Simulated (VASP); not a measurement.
# Hf (I4/mmm) in VASP: a series of runs

The runs below take Hf through single point, with r2SCAN.

Program: VASP 6.6.1. These are calculated values, not measurements. Logs are shortened: lines on timing, memory, paths and dates and some standing lists are left out, and cuts for length are marked.

## Step 1: The cell of the first run

It takes space group I4/mmm (No. 139, tetragonal). The conventional cell has a = 3.610 Å, b = 3.610 Å, c = 3.700 Å, α = 90.00°, β = 90.00°, γ = 90.00°. Within 4.1 Å of Hf (site symmetry 4/mmm) lie 14 Hf at 3.15 to 3.70 Å.

## Step 2: Single point, r2SCAN (strain +0.000 along x and y, +0.025 along z)

The input, POSCAR:

```
Hf
1.0
   -1.8050000000      1.8050000000      1.8501250000
    1.8050000000     -1.8050000000      1.8501250000
    1.8050000000      1.8050000000     -1.8501250000
Hf
1
Direct
    0.0000000000      0.0000000000      0.0000000000
```

The input, INCAR.step1:

```
PREC = Accurate ; ENCUT = 520
ISMEAR = 0 ; SIGMA = 0.15
LREAL = False ; LASPH = True
NELM = 60 ; NBANDS = 11
GGA = PE ; ALGO = Normal
EDIFF = 1E-4 ; LWAVE = True
LCHARG = False
```

The input, INCAR.step2:

```
PREC = Accurate ; ENCUT = 520
EDIFF = 1E-6 ; ISMEAR = 0
SIGMA = 0.15 ; LREAL = False
LASPH = True ; NELM = 60
ALGO = Normal ; ISIF = 2
LWAVE = False ; LCHARG = False
METAGGA = R2SCAN ; LMIXTAU = True
NBANDS = 11 ; ISTART = 1
```

The input, KPOINTS:

```
Automatic mesh
0
Gamma
  18 18 18
```

Potentials or basis: VASP PAW PBE potentials, release 64 (Hf_pv).

The run is started by

```bash
> cat potpaw_PBE.64/Hf_pv/POTCAR > POTCAR
> cp INCAR.step1 INCAR
> mpirun -np 1 vasp_std > vasp.out
> cp INCAR.step2 INCAR
> mpirun -np 1 vasp_std > vasp.out
```

OUTCAR:

```text
PREC = Accurate
   ENCUT = 520
   EDIFF = 1E-6
   ISMEAR = 0
   LREAL = False
   LASPH = True
   NELM = 60
   ISIF = 2
   METAGGA = R2SCAN
   ISTART = 1

 ion  position               nearest neighbor table
   1  0.000  0.000  0.000-

  LATTYP: Found a body centered tetragonal cell.
 ALAT       =     3.6100000000
 C/A-ratio  =     1.0250000000

  Lattice vectors:

 A1 = (  -1.8050000000,   1.8050000000,   1.8501250000)
 A2 = (   1.8050000000,  -1.8050000000,   1.8501250000)
 A3 = (   1.8050000000,   1.8050000000,  -1.8501250000)

Analysis of symmetry for initial positions (statically):
=====================================================================
 Subroutine PRICEL returns:
 Original cell was already a primitive cell.

 Routine SETGRP: Setting up the symmetry group for a
 body centered tetragonal supercell.

 Subroutine GETGRP returns: Found 16 space group operations
 (whereof 16 operations were pure point group operations)
 out of a pool of 16 trial point group operations.

The static configuration has the point symmetry D_4h.

Analysis of symmetry for dynamics (positions and initial velocities):
=====================================================================
 Subroutine PRICEL returns:
 Original cell was already a primitive cell.

 Routine SETGRP: Setting up the symmetry group for a
 body centered tetragonal supercell.

 Subroutine GETGRP returns: Found 16 space group operations
 (whereof 16 operations were pure point group operations)
 out of a pool of 16 trial point group operations.

The dynamic configuration has the point symmetry D_4h.

 Subroutine INISYM returns: Found 16 space group operations
 (whereof 16 operations are pure point group operations),
 and found     1 'primitive' translations

----------------------------------------------------------------------------------------

                                     Primitive cell

  volume of cell :      24.1110

  direct lattice vectors                    reciprocal lattice vectors
    -1.805000000  1.805000000  1.850125000     0.000000000  0.277008310  0.270252010
     1.805000000 -1.805000000  1.850125000     0.277008310  0.000000000  0.270252010
     1.805000000  1.805000000 -1.850125000     0.277008310  0.277008310  0.000000000

  length of vectors
     3.152619945  3.152619945  3.152619945     0.387000973  0.387000973  0.391748909

  position of ions in fractional coordinates (direct lattice)
     0.000000000  0.000000000  0.000000000

  ion indices of the primitive-cell ions
   primitive index   ion index
                 1           1

----------------------------------------------------------------------------------------

 KPOINTS: Automatic mesh

Automatic generation of k-mesh.
 Grid dimensions read from file:
 generate k-points for:   18   18   18

 Generating k-lattice:

  Cartesian coordinates                     Fractional coordinates (reciprocal lattice)
     0.000000000  0.015389351  0.015014001     0.055555556  0.000000000 -0.000000000
     0.015389351  0.000000000  0.015014001     0.000000000  0.055555556 -0.000000000
     0.015389351  0.015389351  0.000000000     0.000000000  0.000000000  0.055555556

  Length of vectors
     0.021500054  0.021500054  0.021763828

  Shift w.r.t. Gamma in fractional coordinates (k-lattice)
     0.000000000  0.000000000  0.000000000

 Subroutine IBZKPT returns following result:
 ===========================================

 Found    480 irreducible k-points:

 Following reciprocal coordinates:
            Coordinates               Weight
  0.000000  0.000000  0.000000      1.000000
  0.055556 -0.000000  0.000000      8.000000
  0.111111 -0.000000  0.000000      8.000000
  0.166667 -0.000000  0.000000      8.000000
  0.222222  0.000000  0.000000      8.000000
  0.277778 -0.000000  0.000000      8.000000
[... 16 lines left out ...]
 -0.277778  0.055556 -0.000000     16.000000
 -0.222222  0.055556  0.000000     16.000000
 [... further k-points ...]
   k-points           NKPTS =    480   k-points in BZ     NKDIM =    480   number of bands    NBANDS=     11
   number of dos      NEDOS =    301   number of ions     NIONS =      1
   total plane-waves  NPLWV =  13824
   dimension x,y,z NGX =    24 NGY =   24 NGZ =   24
   dimension x,y,z NGXF=    48 NGYF=   48 NGZF=   48
   ions per type =               1
   NGX,Y,Z   is equivalent  to a cutoff of  12.66, 12.66, 12.66 a.u.
   NGXF,Y,Z  is equivalent  to a cutoff of  25.31, 25.31, 25.31 a.u.
 SYSTEM =  unknown system
   PREC   = accura    normal or accurate (medium, high low for compatibility)
   ISTART =      1    job   : 0-new  1-cont  2-samecut
   ICHARG =      0    charge: 1-file 2-atom 10-const
   ISPIN  =      1    spin polarized calculation?
   LNONCOLLINEAR =      F non collinear calculations
   LSORBIT =      F    spin-orbit coupling
   LASPH  =      T    aspherical Exc in radial PAW
   ENCUT  =  520.0 eV  38.22 Ry    6.18 a.u.   5.86  5.86  5.86*2*pi/ulx,y,z
   NELM   =     60;   NELMIN=  2; NELMDL=  0     # of ELM steps
   EDIFF  = 0.1E-05   stopping-criterion for ELM
   LREAL  =      F    real-space projection
   EDIFFG = 0.1E-04   stopping-criterion for IOM
   NSW    =      0    number of steps for IOM
   IBRION =     -1    ionic relax: 0-MD 1-quasi-New 2-CG
   NFREE  =      0    steps in history (QN), initial steepest desc. (CG)
   ISIF   =      2    stress and relaxation
   ISYM   =      2    0-nonsym 1-usesym 2-fastsym
   POTIM  = 0.5000    time-step for ionic-motion
   TEBEG  =    0.0;   TEEND  =   0.0 temperature during run
   PSTRESS=    0.0 pullay stress
   NELECT =      10.0000    total number of electrons
   NUPDOWN=      -1.0000    fix difference up-down
   EMIN   =  10.00;   EMAX   =-10.00  energy-range for DOS
   EFERMI =   0.00;   METHOD = LEGACY
   ISMEAR =     0;   SIGMA  =   0.15  broadening in eV -4-tet -1-fermi 0-gaus
   EFERMI_NEDOS =   21; number of points for ismear=-14 and -15
   IALGO  =     38    algorithm
   IMIX   =      4    mixing-type and parameters
     AMIX     =   0.40;   BMIX     =  1.00
     AMIX_MAG =   1.60;   BMIX_MAG =  1.00
  volume/ion in A,a.u.               =      24.11       162.71
  Fermi-wavevector in a.u.,A,eV,Ry     =   1.220871  2.307111 20.279828  1.490525
  Thomas-Fermi vector in A             =   2.356073
   LORBIT       =      0    0 simple, 1 ext, 2 COOP (PROOUT), +10 PAW based schemes
   METAGGA = R2SCAN    functional components
   LHFCALC =     F    Hartree Fock is set to
   AEXX    =    0.0000 exact exchange contribution
   IVDW    =     0    specifies the selected vdW correction
   LEPSILON=     F    determine dielectric tensor
   LRPA    =     F    only Hartree local field effects (RPA)
 non-spin polarized calculation
 Gauss-broadening in eV      SIGMA  =   0.15
  energy-cutoff  :      520.00
  volume of cell :       24.11
 maximum number of plane-waves:       682
   NGX = 11   NGY = 11   NGZ = 11

 number of electron       9.9999999 magnetization

 Free energy of the ion-electron system (eV)
  ---------------------------------------------------
  ext. energy  EPLUGINS =         0.00000000
  ---------------------------------------------------
  free energy    TOTEN  =       -44.89953822 eV

  energy without entropy =      -44.87545337  energy(sigma->0) =      -44.88749579

 E-fermi :   3.9820     XC(G=0): -11.7989

 val. band max:        3.9808015358   @ k =   0.5000   0.2222   0.0000
 cond. band min:       3.9820995453   @ k =   0.3333   0.1667   0.0000
 fundamental gap:      0.0012980095
 Fermi energy:         3.9820419581

 k-point     1 :       0.0000    0.0000    0.0000
  band No.  band energies     occupation
      1     -27.3293      2.00000
      2     -27.3285      2.00000
      3     -27.3285      2.00000
      4      -3.1736      2.00000
      5       5.5761      0.00000
      6       5.5761      0.00000
      7       5.8481      0.00000
      8       8.0894      0.00000
      9       8.4499      0.00000
     10      15.7986      0.00000
     11      17.2925      0.00000

 k-point     2 :       0.0556   -0.0000    0.0000
  band No.  band energies     occupation
      1     -27.3497      2.00000
      2     -27.3348      2.00000
      3     -27.3289      2.00000
      4      -3.0655      2.00000
      5       5.5468      0.00000
      6       5.5669      0.00000
      7       5.8849      0.00000
      8       7.9931      0.00000
      9       8.4169      0.00000
     10      15.7985      0.00000
     11      17.4771      0.00000

 k-point     3 :       0.1111   -0.0000    0.0000
  band No.  band energies     occupation
      1     -27.4091      2.00000
      2     -27.3531      2.00000
      3     -27.3288      2.00000
      4      -2.7489      2.00000
      5       5.4066      0.00000
      6       5.4259      0.00000
      7       6.1439      0.00000
      8       7.7675      0.00000
      9       8.3768      0.00000
     10      15.7984      0.00000
     11      17.8062      0.00000

 k-point     4 :       0.1667   -0.0000    0.0000
  band No.  band energies     occupation
      1     -27.4990      2.00000
      2     -27.3809      2.00000
      3     -27.3287      2.00000
      4      -2.2470      2.00000
      5       5.1214      0.00000
      6       5.1547      0.00000
      7       6.6363      0.00000
      8       7.6104      0.00000
      9       8.3697      0.00000
     10      15.7984      0.00000
     11      17.9869      0.00000
[... 239 lines left out ...]
 k-point    22 :      -0.3333    0.0556   -0.0000
  band No.  band energies     occupation
      1     -27.7766      2.00000
      2     -27.4697      2.00000
      3     -27.3371      2.00000
      4      -0.4461      2.00000
      5       4.1966      0.04309
      6       4.3085      0.00208
      7       7.7366      0.00000
      8       8.6710      0.00000
      9       8.7271      0.00000
     10      15.7956      0.00000
     11      16.4565      0.00000

 k-point    23 :      -0.2778    0.0556   -0.0000
  band No.  band energies     occupation
      1     -27.6707      2.00000
      2     -27.4327      2.00000
      3     -27.3372      2.00000
      4      -1.1652      2.00000
      5       4.5078      0.00000
      6       4.6077      0.00000
      7       7.5940      0.00000
      8       7.7977      0.00000
      9       8.5567      0.00000
     10      15.7978      0.00000
     11      17.4798      0.00000

 k-point    24 :      -0.2222    0.0556    0.0000
  band No.  band energies     occupation
      1     -27.5625      2.00000
      2     -27.3956      2.00000
      3     -27.3371      2.00000
      4      -1.8565      2.00000
      5       4.8835      0.00000
      6       4.9541      0.00000
      7       7.0253      0.00000
      8       7.5502      0.00000
      9       8.4375      0.00000
     10      15.7982      0.00000
     11      18.0744      0.00000

 [... further k-points ...]

------------------------ aborting loop because EDIFF is reached ----------------------------------------

  FORCE on cell =-STRESS in cart. coord.  units (eV):
  Direction    XX          YY          ZZ          XY          YZ          ZX
  --------------------------------------------------------------------------------------
  -------------------------------------------------------------------------------------
  Total       -1.2570355     -1.2570355     -1.0114482      0.0000000      0.0000000      0.0000000
  in kB      -83.5300313    -83.5300313    -67.2107546      0.0000000      0.0000000      0.0000000
  external PRESSURE =     -78.0902724 kB  Pullay stress =       0.0000000 kB

 VOLUME and BASIS-vectors are now :
 -----------------------------------------------------------------------------
  energy-cutoff  :      520.00
  volume of cell :       24.11
      direct lattice vectors                 reciprocal lattice vectors
    -1.805000000  1.805000000  1.850125000     0.000000000  0.277008310  0.270252010
     1.805000000 -1.805000000  1.850125000     0.277008310  0.000000000  0.270252010
     1.805000000  1.805000000 -1.850125000     0.277008310  0.277008310  0.000000000

 POSITION                                       TOTAL-FORCE (eV/Angst)
 -----------------------------------------------------------------------------------
      0.00000      0.00000      0.00000         0.000000      0.000000      0.000000
 -----------------------------------------------------------------------------------
    total drift:                                0.000000      0.000000      0.000000

  FREE ENERGIE OF THE ION-ELECTRON SYSTEM (eV)
  ---------------------------------------------------
  free  energy   TOTEN  =       -44.8995382186 eV

  energy  without entropy=      -44.8754533711  energy(sigma->0) =      -44.88749579
```

Run time: 3.8 min. Hardware: 1 thread of Intel Xeon Platinum 8259CL at 2.50GHz (Skylake/Cascade Lake), shared host; peak memory 0.25 GiB.

Results:

* Free energy: -44.8995 eV
* Pressure: -7.8 GPa
* Band gap on the k mesh: zero (bands 5 and 6 overlap by 2.33 eV)

Caveat: the cell differs from its parent crystal (strain +0.000 along x and y, +0.025 along z); the cell stands under tension; the PAW data sets were made with another functional, which shifts forces and pressure a little; spin-orbit coupling is left out, which moves the levels of the heavy elements.

## Step 3: Single point, r2SCAN (strain +0.025 along x and y, -0.025 along z)

The input, POSCAR:

```
Hf
1.0
   -1.8501250000      1.8501250000      1.7598750000
    1.8501250000     -1.8501250000      1.7598750000
    1.8501250000      1.8501250000     -1.7598750000
Hf
1
Direct
    0.0000000000      0.0000000000      0.0000000000
```

The input, INCAR.step1:

```
PREC = Accurate
ENCUT = 520
ISMEAR = 0
SIGMA = 0.15
LREAL = False
LASPH = True
NELM = 100
NBANDS = 11
GGA = PE
ALGO = Normal
EDIFF = 1E-4
LWAVE = True
LCHARG = False
```

The input, INCAR.step2:

```
PREC = Accurate
ENCUT = 520
EDIFF = 1E-7
ISMEAR = 0
SIGMA = 0.15
LREAL = False
LASPH = True
NELM = 100
ALGO = Normal
ISIF = 2
LWAVE = False
LCHARG = False
METAGGA = R2SCAN
LMIXTAU = True
NBANDS = 11
ISTART = 1
```

KPOINTS is that of step 2.

Potentials or basis: VASP PAW PBE potentials, release 64 (Hf_pv).

The run is started by

```bash
> cat potpaw_PBE.64/Hf_pv/POTCAR > POTCAR
> cp INCAR.step1 INCAR
> mpirun -np 1 vasp_std > vasp.out
> cp INCAR.step2 INCAR
> mpirun -np 1 vasp_std > vasp.out
```

It took 4.5 min on 1 thread of Intel Xeon Platinum 8259CL at 2.50GHz (Skylake/Cascade Lake), shared host; peak memory 0.25 GiB.

The run converged. Its results:

| Item | Value |
| --- | --- |
| Free energy | -44.9070 eV |
| Pressure | -7.7 GPa |
| Band gap on the k mesh | zero (bands 5 and 6 overlap by 2.27 eV) |

Stress tensor (GPa, compression positive):
```
-6.68  0.00  0.00
 0.00 -6.68  0.00
 0.00  0.00 -9.83
```

Levels at points of the mesh, in eV from the Fermi level:
```tsv
k point	band 3	band 4	band 5	band 6	band 7	band 8
(0.00, 0.00, 0.00)	-31.31	-7.16	1.31	1.89	1.89	3.89
(0.50, 0.00, 0.00)	-31.33	-3.23	-0.47	0.69	4.23	5.30
(0.50, 0.50, 0.00)	-31.30	-3.34	0.12	0.39	3.64	4.83
(0.50, 0.50, 0.50)	-31.72	-2.46	-2.35	6.48	6.48	6.49
```

Caveat: the cell differs from its parent crystal (strain +0.025 along x and y, -0.025 along z); the cell stands under tension; the PAW data sets were made with another functional, which shifts forces and pressure a little; spin-orbit coupling is left out, which moves the levels of the heavy elements.

## Step 4: Single point, r2SCAN (strain +0.000 along x and y, +0.050 along z)

The input, POSCAR:

```
Hf
1.0
   -1.8050000000      1.8050000000      1.8952500000
    1.8050000000     -1.8050000000      1.8952500000
    1.8050000000      1.8050000000     -1.8952500000
Hf
1
Direct
    0.0000000000      0.0000000000      0.0000000000
```

The input, INCAR.step1:

```
PREC = Accurate
ENCUT = 520
ISMEAR = 0
SIGMA = 0.15
LREAL = F
LASPH = T
NELM = 80
NBANDS = 11
GGA = PE
ALGO = Normal
EDIFF = 1E-4
LWAVE = T
LCHARG = F
```

The input, INCAR.step2:

```
PREC = Accurate
ENCUT = 520
EDIFF = 1E-6
ISMEAR = 0
SIGMA = 0.15
LREAL = F
LASPH = T
NELM = 80
ALGO = Normal
ISIF = 2
LWAVE = F
LCHARG = F
METAGGA = R2SCAN
LMIXTAU = T
NBANDS = 11
ISTART = 1
```

KPOINTS is that of step 3.

The run is started by

```bash
> cat potpaw_PBE.64/Hf_pv/POTCAR > POTCAR
> cp INCAR.step1 INCAR
> mpirun -np 1 vasp_std > vasp.out
> cp INCAR.step2 INCAR
> mpirun -np 1 vasp_std > vasp.out
```

It took 3.5 min on 1 thread of Intel Xeon Platinum 8259CL at 2.50GHz (Skylake/Cascade Lake), shared host; peak memory 0.25 GiB.

It converged, with:

```yaml
Free_energy: -44.8736 eV
Pressure: -9.5 GPa
Band_gap_on_the_k_mesh: zero (bands 5 and 6 overlap by 2.24 eV)
```

Stress tensor (GPa, compression positive):
```
-10.58   0.00   0.00
  0.00 -10.58   0.00
  0.00   0.00  -7.42
```

Levels at points of the mesh, in eV from the Fermi level:
```
           k point  band 1  band 2  band 3  band 4  band 5  band 6  band 7  band 8  band 9  band 10
(0.00, 0.00, 0.00)  -31.43  -31.43  -31.43   -7.09    1.49    1.49    2.00    3.83    4.51    11.70
(0.50, 0.00, 0.00)  -32.03  -31.61  -31.42   -3.24   -0.07    0.42    3.69    4.92    6.99     9.34
(0.50, 0.50, 0.00)  -32.02  -31.64  -31.44   -3.14   -0.61    0.69    4.45    5.11    7.10     9.57
(0.50, 0.50, 0.50)  -31.89  -31.83  -31.83   -2.37   -2.25    5.93    6.27    6.38    6.38     7.09
```

Caveat: the cell differs from its parent crystal (strain +0.000 along x and y, +0.050 along z); the cell stands under tension; the PAW data sets were made with another functional, which shifts forces and pressure a little; spin-orbit coupling is left out, which moves the levels of the heavy elements.

## Step 5: Single point, r2SCAN (strain +0.025 along x and y, +0.000 along z)

The input, POSCAR:

```
Hf
1.0
   -1.8501250000      1.8501250000      1.8050000000
    1.8501250000     -1.8501250000      1.8050000000
    1.8501250000      1.8501250000     -1.8050000000
Hf
1
Direct
    0.0000000000      0.0000000000      0.0000000000
```

The input, INCAR.step1:

```
ALGO = Normal
EDIFF = 1E-4
ENCUT = 520
GGA = PE
ISMEAR = 0
LASPH = T
LCHARG = F
LREAL = F
LWAVE = T
NBANDS = 11
NELM = 60
PREC = Accurate
SIGMA = 0.15
```

The input, INCAR.step2:

```
ALGO = Normal
EDIFF = 1E-6
ENCUT = 520
ISIF = 2
ISMEAR = 0
ISTART = 1
LASPH = T
LCHARG = T
LELF = T
LMIXTAU = T
LREAL = F
LVHAR = T
LWAVE = F
METAGGA = R2SCAN
NBANDS = 11
NELM = 60
PREC = Accurate
SIGMA = 0.15
```

The input, KPOINTS:

```
k-points
0
Gamma
  18 18 18
```

The run is started by

```bash
> cat potpaw_PBE.64/Hf_pv/POTCAR > POTCAR
> cp INCAR.step1 INCAR
> mpirun -np 1 vasp_std > vasp.out
> cp INCAR.step2 INCAR
> mpirun -np 1 vasp_std > vasp.out
```

Run time: 4 min. Hardware: 1 thread of Intel Xeon Platinum 8259CL at 2.50GHz (Skylake/Cascade Lake), shared host; peak memory 0.25 GiB.

The run converged. Its results:

| Quantity | Value |
| --- | --- |
| Free energy | -44.8669 eV |
| Pressure | -9.6 GPa |
| Band gap on the k mesh | zero (bands 5 and 6 overlap by 2.29 eV) |

Stress tensor (GPa, compression positive):
```
 -9.03   0.00   0.00
  0.00  -9.03   0.00
  0.00   0.00 -10.87
```

Levels at points of the mesh, in eV from the Fermi level:
```tsv
k point	band 2	band 3	band 4	band 5	band 6	band 7	band 8	band 9
(0.00, 0.00, 0.00)	-31.42	-31.42	-7.07	1.47	1.75	1.75	4.01	4.37
(0.50, 0.00, 0.00)	-31.62	-31.42	-3.18	-0.34	0.56	4.10	5.00	7.06
(0.50, 0.50, 0.00)	-31.60	-31.41	-3.23	-0.06	0.42	3.79	4.82	7.02
(0.50, 0.50, 0.50)	-31.85	-31.82	-2.32	-2.27	6.32	6.32	6.38	6.50
```

Caveat: the cell differs from its parent crystal (strain +0.025 along x and y, +0.000 along z); the cell stands under tension; the PAW data sets were made with another functional, which shifts forces and pressure a little; spin-orbit coupling is left out, which moves the levels of the heavy elements.

## Step 6: Summary

| cell | gap on the mesh (eV) | pressure (GPa) |
| --- | --- | --- |
| a = 3.153 Å, angles 110.1, 110.1, 108.1°, 1 atom | none | -7.8 |
| a = 3.153 Å, angles 108.1, 108.1, 112.1°, 1 atom | none | -7.7 |
| a = 3.179 Å, angles 110.8, 110.8, 106.8°, 1 atom | none | -9.5 |
| a = 3.179 Å, angles 108.8, 108.8, 110.8°, 1 atom | none | -9.6 |

Alike in all rows: task single point; level r2SCAN; potentials or basis VASP PAW PBE potentials, release 64 (Hf_pv); no spin polarisation; k mesh 18 × 18 × 18; cutoff (eV) 520; smearing gaussian 0.15 eV.

Caveats: the cell stands under tension; the PAW data sets were made with another functional, which shifts forces and pressure a little; spin-orbit coupling is left out, which moves the levels of the heavy elements.

Absolute energies hang on the potentials; compare differences alone.
